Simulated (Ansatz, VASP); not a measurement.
**Two plane-wave programs on AlRu**

The input INCAR:

```
SYSTEM = AlRu
PREC     = Accurate       ! precision mode
ENCUT    = 520            ! plane-wave cutoff, eV
EDIFF    = 1E-6           ! SCF threshold, eV
ISMEAR   = 0              ! smearing method
SIGMA    = 0.15           ! smearing width, eV
LREAL    = .False.        ! projectors in reciprocal space
LASPH    = .True.         ! aspherical terms in the spheres
NELM     = 60             ! most SCF steps
ALGO     = Fast           ! electronic algorithm
ISIF     = 2              ! what is computed and relaxed
LWAVE    = .False.        ! write WAVECAR
LCHARG   = .False.        ! write CHGCAR
GGA      = PE             ! functional
NBANDS   = 16             ! bands
```

File KPOINTS:

```
Automatic mesh
0
Gamma
  16 16 16
  0 0 0
```

POSCAR

```
AlRu
1.0
    2.9916000000      0.0000000000     -0.0448740000
    0.0000000000      2.9916000000      0.0000000000
   -0.0448740000      0.0000000000      2.9916000000
Al Ru
1 1
Direct
    0.0000000000      0.0000000000      0.0000000000
    0.5000000000      0.5000000000      0.5000000000
```

Input for Ansatz:

```yaml
crystal:
  lattice:
    - [2.9916, 0.0, -0.044874]
    - [0.0, 2.9916, 0.0]
    - [-0.044874, 0.0, 2.9916]
  atoms:
    - { symbol: Al, position: [0.0, 0.0, 0.0] }
    - { symbol: Ru, position: [0.5, 0.5, 0.5] }
basis:
  ecutwfc: 420
kpoints:
  mp_grid: { grid: [16, 16, 16] }
hamiltonian:
  xc: pbe
scf:
  occupations: { method: gaussian, width: 0.15 }
output:
  forces: true
  stress: true
  eigenvalues: true
```

Change from the starting cell: strain -0.0300 x Voigt [0, 0, 0, 0, 1, 0], atoms carried along.

Alike in both runs: task single point; functional PBE; k mesh 16 × 16 × 16; occupations gaussian, width 0.15 eV; no spin polarisation.

|  | VASP | Ansatz |
| --- | --- | --- |
| version | VASP 6.6.1 | Ansatz 0.2.0 |
| potentials or method | VASP PAW PBE potentials, release 64 (Al, Ru_pv), cutoff 520 eV | scalar-relativistic, plane waves, PAW |
| valence electrons in the cell | 17 | 19 |

```csv
,VASP,Ansatz,Ansatz less VASP
gap on the k mesh at the Fermi level (eV),none,none,-
pressure (GPa),2.8,2.8,+0.04
"traceless stress, the component that is largest in VASP (GPa)",3.91,3.90,-0.010
```

A gap of «none» marks a metal or a gap that the smearing closes. VASP's potentials hold 17 valence electrons a cell and Ansatz's 19, so a difference there can come from the potentials and not from the codes.
